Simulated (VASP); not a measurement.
# Mg12NO in VASP: further runs

Runs on Mg12NO. Level: PBE. Tasks: single point.

All numbers are computed with VASP 6.6.1; they aren't measurements. Logs are shortened: lines on timing, memory, paths and dates and some standing lists are left out, and cuts for length are marked.

## Step 1: The cell of the first run

The cell holds a slab with vacuum, 14 atoms: a = 6.420 Å, b = 6.420 Å, c = 18.213 Å, α = 90.00°, β = 90.00°, γ = 60.00°.

## Step 2: Single point, PBE

The input, INCAR:

```
SYSTEM = Mg12NO
PREC = Accurate ; ENCUT = 520
EDIFF = 1E-6 ; ISMEAR = -1
SIGMA = 0.05 ; LREAL = .FALSE.
LASPH = .TRUE. ; NELM = 60
ALGO = Normal ; ISIF = 2
LWAVE = .FALSE. ; LCHARG = .TRUE.
GGA = PE ; LELF = .TRUE.
LVHAR = .TRUE. ; NBANDS = 30
```

The input, KPOINTS:

```
regular mesh
0
G
  2 2 1
  0 0 0
```

The input, POSCAR:

```
Mg12NO
1.0
    6.4200000000      0.0000000000      0.0000000000
    3.2100000000      5.5598830000      0.0000000000
    0.0000000000      0.0000000000     18.2130400000
Mg N O
12 1 1
Direct
    0.0000000000      0.0000000000      0.0549057159
    0.5000000000      0.0000000000      0.0549057159
    0.0000037321      0.4999925358      0.0549057159
    0.5000037321      0.4999925358      0.0549057159
   -0.2376178581      0.3833354047      0.2123753091
    0.2680858500      0.4179404495      0.1830391851
   -0.2312584061      0.9400557530      0.2157245578
    0.2861706300      0.9003067151      0.2044688860
   -0.0629028877      0.0510082676      0.3381423420
    0.4346346815      0.0482384252      0.3408162503
   -0.0605379647      0.5505151817      0.3271008025
    0.4017780758      0.5570980540      0.3568816628
    0.6764623464      0.1231500735      0.4096350746
    0.5831597967      0.2034934908      0.4720738548
```

Potentials or basis: VASP PAW PBE potentials, release 64 (Mg, N, O).

Launch:

```bash
$ cat potpaw_PBE.64/Mg/POTCAR potpaw_PBE.64/N/POTCAR potpaw_PBE.64/O/POTCAR > POTCAR
$ mpirun -np 1 vasp_std > vasp.out
```

OUTCAR:

```text
SYSTEM = Mg12NO
   PREC = Accurate
   ENCUT = 520
   EDIFF = 1E-6
   ISMEAR = -1
   LREAL = .FALSE.
   LASPH = .TRUE.
   NELM = 60
   ISIF = 2
   GGA = PE

 ion  position               nearest neighbor table
   1  0.000  0.000  0.055-   8 3.17   3 3.21   4 3.21   2 3.21   2 3.21   4 3.21   3 3.21   7 3.39
                             5 3.59
   2  0.500  0.000  0.055-   4 3.21   3 3.21   1 3.21   1 3.21   3 3.21   4 3.21   8 3.25   6 3.30
                             7 3.32
   3  0.000  0.500  0.055-   6 2.79   1 3.21   2 3.21   4 3.21   4 3.21   2 3.21   1 3.21   5 3.50
[... 4 lines left out ...]
                             6 3.41   3 3.50   1 3.59   7 3.60
   6  0.268  0.418  0.183-   3 2.79   4 2.95   5 3.11   8 3.18   7 3.20  11 3.20   8 3.29   2 3.30
                             7 3.33   5 3.41  12 3.51  10 3.54
   7  0.769  0.940  0.216-   9 2.72   5 2.83  10 2.96  11 2.97   6 3.20   8 3.21   8 3.24   2 3.32
                             6 3.33   1 3.39   5 3.60
   8  0.286  0.900  0.204-  10 2.98   9 3.12   1 3.17   6 3.18   5 3.20   7 3.21   7 3.24   5 3.24
                             2 3.25   6 3.29  12 3.39   4 3.52
   9  0.937  0.051  0.338-  13 1.98   7 2.72   5 2.94  12 3.10   8 3.12  10 3.19  11 3.21  11 3.22
                            10 3.24  12 3.36
  10  0.435  0.048  0.341-  13 2.23   7 2.96   8 2.98  12 3.18   9 3.19  11 3.21  11 3.23   9 3.24
                            12 3.28   6 3.54
  11  0.939  0.551  0.327-   5 2.83   7 2.97  12 3.04   6 3.20  10 3.21   9 3.21   9 3.22  10 3.23
                            12 3.47
  12  0.402  0.557  0.357-  13 2.62  11 3.04   9 3.10  10 3.18  10 3.28   5 3.31   9 3.36   8 3.39
                            11 3.47   6 3.51
  13  0.676  0.123  0.410-  14 1.27   9 1.98  10 2.23  12 2.62
  14  0.583  0.203  0.472-  13 1.27

  LATTYP: Found a hexagonal cell.
 ALAT       =     6.4199999201
 C/A-ratio  =     2.8369221537

  Lattice vectors:

 A1 = (  -3.2100000000,  -5.5598830000,   0.0000000000)
 A2 = (   6.4200000000,   0.0000000000,   0.0000000000)
 A3 = (   0.0000000000,   0.0000000000,  18.2130400000)

Analysis of symmetry for initial positions (statically):
=====================================================================
 Subroutine PRICEL returns:
 Original cell was already a primitive cell.

 Routine SETGRP: Setting up the symmetry group for a
 hexagonal supercell.

 Subroutine GETGRP returns: Found  1 space group operations
 (whereof  1 operations were pure point group operations)
 out of a pool of 24 trial point group operations.

The static configuration has the point symmetry C_1 .

Analysis of symmetry for dynamics (positions and initial velocities):
=====================================================================
 Subroutine PRICEL returns:
 Original cell was already a primitive cell.

 Routine SETGRP: Setting up the symmetry group for a
 hexagonal supercell.

 Subroutine GETGRP returns: Found  1 space group operations
 (whereof  1 operations were pure point group operations)
 out of a pool of 24 trial point group operations.

The dynamic configuration has the point symmetry C_1 .

 Subroutine INISYM returns: Found  1 space group operations
 (whereof  1 operations are pure point group operations),
 and found     1 'primitive' translations

----------------------------------------------------------------------------------------

                                     Primitive cell

  volume of cell :     650.1044

  direct lattice vectors                    reciprocal lattice vectors
     6.420000000  0.000000000  0.000000000     0.155763240 -0.089929950  0.000000000
     3.210000000  5.559883000  0.000000000     0.000000000  0.179859900  0.000000000
     0.000000000  0.000000000 18.213040000     0.000000000  0.000000000  0.054905716

  length of vectors
     6.420000000  6.419999920 18.213040000     0.179859898  0.179859900  0.054905716

  position of ions in fractional coordinates (direct lattice)
     0.000000000  0.000000000  0.054905716
     0.500000000  0.000000000  0.054905716
     0.000003732  0.499992536  0.054905716
     0.500003732  0.499992536  0.054905716
     0.762382142  0.383335405  0.212375309
[... 28 lines left out ...]

 KPOINTS: regular mesh

Automatic generation of k-mesh.
 Grid dimensions read from file:
 generate k-points for:    2    2    1

 Generating k-lattice:

  Cartesian coordinates                     Fractional coordinates (reciprocal lattice)
     0.077881620 -0.044964975  0.000000000     0.500000000 -0.000000000  0.000000000
     0.000000000  0.089929950  0.000000000     0.000000000  0.500000000  0.000000000
     0.000000000  0.000000000  0.054905716     0.000000000  0.000000000  1.000000000

  Length of vectors
     0.089929949  0.089929950  0.054905716

  Shift w.r.t. Gamma in fractional coordinates (k-lattice)
     0.000000000  0.000000000  0.000000000

 Subroutine IBZKPT returns following result:
 ===========================================

 Found      4 irreducible k-points:

 Following reciprocal coordinates:
            Coordinates               Weight
  0.000000  0.000000  0.000000      1.000000
  0.500000 -0.000000  0.000000      1.000000
  0.500000  0.500000  0.000000      1.000000
  0.000000  0.500000  0.000000      1.000000
   k-points           NKPTS =      4   k-points in BZ     NKDIM =      4   number of bands    NBANDS=     30
   number of dos      NEDOS =    301   number of ions     NIONS =     14
   total plane-waves  NPLWV = 322560
   dimension x,y,z NGX =    48 NGY =   48 NGZ =  140
   dimension x,y,z NGXF=    96 NGYF=   96 NGZF=  280
   ions per type =              12   1   1
   NGX,Y,Z   is equivalent  to a cutoff of  12.43, 12.43, 12.78 a.u.
   NGXF,Y,Z  is equivalent  to a cutoff of  24.86, 24.86, 25.56 a.u.
 SYSTEM =  Mg12NO
   PREC   = accura    normal or accurate (medium, high low for compatibility)
   ISTART =      0    job   : 0-new  1-cont  2-samecut
   ICHARG =      2    charge: 1-file 2-atom 10-const
   ISPIN  =      1    spin polarized calculation?
   LNONCOLLINEAR =      F non collinear calculations
   LSORBIT =      F    spin-orbit coupling
   LASPH  =      T    aspherical Exc in radial PAW
   ENCUT  =  520.0 eV  38.22 Ry    6.18 a.u.  11.94 11.94 33.86*2*pi/ulx,y,z
   NELM   =     60;   NELMIN=  2; NELMDL= -5     # of ELM steps
   EDIFF  = 0.1E-05   stopping-criterion for ELM
   LREAL  =      F    real-space projection
   EDIFFG = 0.1E-04   stopping-criterion for IOM
   NSW    =      0    number of steps for IOM
   IBRION =     -1    ionic relax: 0-MD 1-quasi-New 2-CG
   NFREE  =      0    steps in history (QN), initial steepest desc. (CG)
   ISIF   =      2    stress and relaxation
   ISYM   =      2    0-nonsym 1-usesym 2-fastsym
   POTIM  = 0.5000    time-step for ionic-motion
   TEBEG  =    0.0;   TEEND  =   0.0 temperature during run
   PSTRESS=    0.0 pullay stress
   NELECT =      35.0000    total number of electrons
   NUPDOWN=      -1.0000    fix difference up-down
   EMIN   =  10.00;   EMAX   =-10.00  energy-range for DOS
   EFERMI =   0.00;   METHOD = LEGACY
   ISMEAR =    -1;   SIGMA  =   0.05  broadening in eV -4-tet -1-fermi 0-gaus
   EFERMI_NEDOS =   21; number of points for ismear=-14 and -15
   IALGO  =     38    algorithm
   IMIX   =      4    mixing-type and parameters
     AMIX     =   0.40;   BMIX     =  1.00
     AMIX_MAG =   1.60;   BMIX_MAG =  1.00
  volume/ion in A,a.u.               =      46.44       313.37
  Fermi-wavevector in a.u.,A,eV,Ry     =   0.618163  1.168159  5.199136  0.382126
  Thomas-Fermi vector in A             =   1.676507
   LORBIT       =      0    0 simple, 1 ext, 2 COOP (PROOUT), +10 PAW based schemes
   GGA     = PE    functional components
   LHFCALC =     F    Hartree Fock is set to
   AEXX    =    0.0000 exact exchange contribution
   IVDW    =     0    specifies the selected vdW correction
   LEPSILON=     F    determine dielectric tensor
   LRPA    =     F    only Hartree local field effects (RPA)
 non-spin polarized calculation
  energy-cutoff  :      520.00
  volume of cell :      650.10
 maximum number of plane-waves:     17580
 NGX is ok and might be reduce to    48
   NGX = 23   NGY = 23   NGZ = 67

 number of electron      35.0000002 magnetization

 Free energy of the ion-electron system (eV)
  ---------------------------------------------------
  ext. energy  EPLUGINS =         0.00000000
  ---------------------------------------------------
  free energy    TOTEN  =       -28.94971219 eV

  energy without entropy =      -28.88845377  energy(sigma->0) =      -28.91908298

 E-fermi :  -0.9021     XC(G=0):  -4.7505

 val. band max:       -0.9526232240   @ k =   0.5000   0.5000   0.0000
 cond. band min:      -0.8748157854   @ k =   0.0000   0.5000   0.0000
 fundamental gap:      0.0778074386
 Fermi energy:        -0.9020648278

 k-point     1 :       0.0000    0.0000    0.0000
  band No.  band energies     occupation
      1     -24.1708      2.00000
      2     -12.9744      2.00000
      3      -7.9640      2.00000
      4      -7.1836      2.00000
      5      -7.1193      2.00000
      6      -7.0976      2.00000
[... 117 lines left out ...]
     28       1.9876      0.00000
     29       2.1728      0.00000
 [bands above 29 left out]

------------------------ aborting loop because EDIFF is reached ----------------------------------------

  FORCE on cell =-STRESS in cart. coord.  units (eV):
  Direction    XX          YY          ZZ          XY          YZ          ZX
  --------------------------------------------------------------------------------------
  -------------------------------------------------------------------------------------
  Total       -0.3954546     -3.6393113      3.3165679      0.7026081      0.4378336      1.4344568
  in kB       -0.9745949     -8.9690546      8.1736560      1.7315723      1.0790376      3.5352077
  external PRESSURE =      -0.5899978 kB  Pullay stress =       0.0000000 kB

 VOLUME and BASIS-vectors are now :
 -----------------------------------------------------------------------------
  energy-cutoff  :      520.00
  volume of cell :      650.10
      direct lattice vectors                 reciprocal lattice vectors
     6.420000000  0.000000000  0.000000000     0.155763240 -0.089929950  0.000000000
     3.210000000  5.559883000  0.000000000     0.000000000  0.179859900  0.000000000
     0.000000000  0.000000000 18.213040000     0.000000000  0.000000000  0.054905716

 POSITION                                       TOTAL-FORCE (eV/Angst)
 -----------------------------------------------------------------------------------
      0.00000      0.00000      1.00000         0.136785     -0.011671      0.343626
      3.21000      0.00000      1.00000        -0.175823     -0.011641      0.262286
      1.60500      2.77990      1.00000        -0.400949      0.080287     -0.293459
      4.81500      2.77990      1.00000         0.142198      0.238555     -0.085149
      6.12500      2.13130      3.86800         0.304694      0.518255     -0.751861
      3.06270      2.32370      3.33370        -0.060486     -0.188918      0.661682
      7.95290      5.22660      3.92900        -0.533375     -0.818409     -1.451385
      4.72720      5.00560      3.72400        -0.001980     -0.040864     -0.298511
      6.17990      0.28360      6.15860         0.635493     -0.003391      0.722979
      2.94520      0.26820      6.20730         0.169430      0.063047      0.340301
      7.79850      3.06080      5.95750         0.014438      0.054718      0.464898
      4.36770      3.09740      6.49990         0.439170     -0.461795     -0.209577
      4.73820      0.68470      7.46070        -0.625291      0.493778     -0.168323
      4.39710      1.13140      8.59790        -0.044305      0.088049      0.462495
 -----------------------------------------------------------------------------------
    total drift:                                0.000454      0.000293     -0.000698

  FREE ENERGIE OF THE ION-ELECTRON SYSTEM (eV)
  ---------------------------------------------------
  free  energy   TOTEN  =       -28.9497121884 eV

  energy  without entropy=      -28.8884537715  energy(sigma->0) =      -28.91908298
```

Wall time 5.8 min (1 thread of Intel Xeon Platinum 8375C at 2.90GHz (Ice Lake), shared host); peak memory 0.69 GiB.

What came out:

```
Free energy   : -28.9497 eV
Largest force : 1.750 eV/Å
```

Forces on the atoms (eV/Å):
```
Mg   0.137 -0.012  0.344
Mg  -0.176 -0.012  0.262
Mg  -0.401  0.080 -0.293
Mg   0.142  0.239 -0.085
Mg   0.305  0.518 -0.752
Mg  -0.060 -0.189  0.662
Mg  -0.533 -0.818 -1.451
Mg  -0.002 -0.041 -0.299
Mg   0.635 -0.003  0.723
Mg   0.169  0.063  0.340
Mg   0.014  0.055  0.465
Mg   0.439 -0.462 -0.210
N   -0.625  0.494 -0.168
O   -0.044  0.088  0.462
```

Levels at points of the mesh, in eV from the Fermi level:
| k point | band 13 | band 14 | band 15 | band 16 | band 17 | band 18 | band 19 | band 20 | band 21 | band 22 |
| --- | --- | --- | --- | --- | --- | --- | --- | --- | --- | --- |
| (0.00, 0.00, 0.00) | -1.65 | -1.59 | -0.94 | -0.74 | -0.67 | -0.45 | -0.33 | -0.23 | 0.10 | 0.43 |
| (0.50, 0.00, 0.00) | -1.66 | -1.60 | -1.10 | -0.19 | -0.07 | 0.30 | 0.47 | 0.76 | 1.09 | 1.71 |
| (0.50, 0.50, 0.00) | -1.72 | -1.56 | -1.13 | -0.27 | -0.05 | 0.27 | 0.45 | 0.93 | 1.04 | 1.64 |
| (0.00, 0.50, 0.00) | -1.72 | -1.58 | -1.08 | -0.25 | 0.03 | 0.24 | 0.38 | 0.74 | 1.24 | 1.68 |

Caveat: the k points lie up to 0.57 Å⁻¹ apart; an odd number of electrons without spin polarisation forces a metal; a magnetic or distorted state may lie lower.

## Step 3: Single point, PBE

The input, INCAR:

```
SYSTEM = Mg12NO
ALGO = Normal
EDIFF = 1E-6
ENCUT = 520
GGA = PE
ISIF = 2
ISMEAR = -1
LASPH = .TRUE.
LCHARG = .FALSE.
LREAL = .FALSE.
LWAVE = .FALSE.
NBANDS = 30
NELM = 60
PREC = Accurate
SIGMA = 0.05
```

The input, KPOINTS:

```
k-points
0
G
  2 2 1
  0 0 0
```

The input, POSCAR:

```
Mg12NO
1.0
    6.4200000000      0.0000000000      0.0000000000
    3.2100000000      5.5598830000      0.0000000000
    0.0000000000      0.0000000000     18.2130400000
Mg N O
12 1 1
Direct
    0.0000000000      0.0000000000      0.0549057159
    0.5000000000      0.0000000000      0.0549057159
    0.0000037321      0.4999925358      0.0549057159
    0.5000037321      0.4999925358      0.0549057159
   -0.2359302250      0.4222031291      0.1871406421
    0.2675949114      0.4316637598      0.2012623922
   -0.2622201928      0.9245338436      0.1970071992
    0.2371405002      0.9862797473      0.2133251780
   -0.0360969385      0.0064929424      0.3445223862
    0.4142510790      0.0050180912      0.3660893514
   -0.0829939887      0.5725300335      0.3317787695
    0.4618578730      0.5454431325      0.3408711561
    0.5417205091      0.2398611625      0.4315095119
    0.5296041338      0.2490160315      0.4984835041
```

Potentials or basis: VASP PAW PBE potentials, release 64 (Mg, N, O).

Launch:

```bash
$ cat potpaw_PBE.64/Mg/POTCAR potpaw_PBE.64/N/POTCAR potpaw_PBE.64/O/POTCAR > POTCAR
$ mpirun -np 1 vasp_std > vasp.out
```

Wall time 5 min (1 thread of Intel Xeon Platinum 8375C at 2.90GHz (Ice Lake), shared host); peak memory 0.69 GiB.

It converged, with:

| Quantity | Value |
| --- | --- |
| Free energy | -28.9383 eV |
| Largest force | 1.483 eV/Å |

Forces in eV/Å, atoms in the order of the input:
```
Mg   0.179 -0.109  0.175
Mg  -0.430 -0.101 -0.017
Mg  -0.002  0.092 -0.141
Mg  -0.214  0.417 -0.217
Mg  -0.084  0.078  0.424
Mg   0.100  0.331 -0.129
Mg   0.490 -0.067  0.202
Mg  -0.081 -0.766 -0.401
Mg  -0.685  0.636  0.231
Mg   1.120  0.968  0.084
Mg   0.118 -0.551  0.147
Mg  -0.418 -0.856  0.327
N   -0.297 -0.171 -1.228
O    0.205  0.099  0.543
```

Levels at points of the mesh, in eV from the Fermi level:
```csv
k point,band 15,band 16,band 17,band 18,band 19,band 20
"(0.00, 0.00, 0.00)",-0.90,-0.74,-0.72,-0.46,-0.34,-0.20
"(0.50, 0.00, 0.00)",-0.96,-0.19,0.02,0.09,0.69,0.81
"(0.50, 0.50, 0.00)",-1.02,-0.16,-0.06,0.18,0.56,0.95
"(0.00, 0.50, 0.00)",-1.07,-0.15,-0.04,0.13,0.55,0.85
```

Caveat: the k points lie up to 0.57 Å⁻¹ apart; the standard files for N, O and F lose accuracy on very short bonds; an odd number of electrons without spin polarisation forces a metal; a magnetic or distorted state may lie lower.

(Continued in part 2 of 2.)
